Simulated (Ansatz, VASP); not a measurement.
## Si: VASP beside Ansatz

```
CELL_PARAMETERS angstrom
5.43301 0.00000 0.00000
-2.71650 6.07429 0.00000
0.00000 0.00000 27.14858
ATOMIC_POSITIONS crystal
Si 0.54575 0.79508 0.28230
Si 0.31031 0.43886 0.31336
Si 0.32725 0.06529 0.31923
Si 0.88653 0.80409 0.33998
Si 0.98376 0.49297 0.36347
Si 0.59528 0.19204 0.38982
Si 0.70650 0.89653 0.41134
Si 0.29586 0.60154 0.43095
Si 0.39134 0.30020 0.45488
Si 0.99778 0.99804 0.47920
Si 0.10387 0.70000 0.50000
Si 0.69974 0.40196 0.52080
Si 0.79114 0.09980 0.54512
Si 0.39432 0.79845 0.56905
Si 0.50997 0.50347 0.58866
Si 0.10324 0.20795 0.61018
Si 0.19080 0.90703 0.63653
Si 0.78244 0.59592 0.66003
Si 0.96197 0.33473 0.68076
Si 0.57148 0.96114 0.68664
Si 0.45066 0.60492 0.71769
```

Alike in both runs: functional PBEsol; k mesh 7 × 6 × 1; occupations gaussian, width 0.05 eV; no spin polarisation.

Ansatz relaxed the structure, and its values are those at the end. VASP's run is a single point on that final structure, the one shown.

|  | VASP | Ansatz |
| --- | --- | --- |
| version | VASP 6.6.1 | Ansatz 0.2.0 |
| potentials or method | VASP PAW PBE potentials, release 64 (Si), cutoff 520 eV | scalar-relativistic, plane waves, PAW |
| valence electrons in the cell | 84 | 84 |

VASP gave:

| Quantity | Value |
| --- | --- |
| gap on the k mesh at the Fermi level (eV) | none |
| rms of the force components (eV/Å) | 0.006 |

Which values does Ansatz return?

gap on the k mesh at the Fermi level (eV): none; rms of the force components (eV/Å): 0.003.

VASP's potentials were made for PBE, not for PBEsol. A gap of «none» marks a metal or a gap that the smearing closes. With one functional, cell and mesh, what is left measures potentials, basis and numerics. Ansatz's warnings: xc potential rough in thin density.
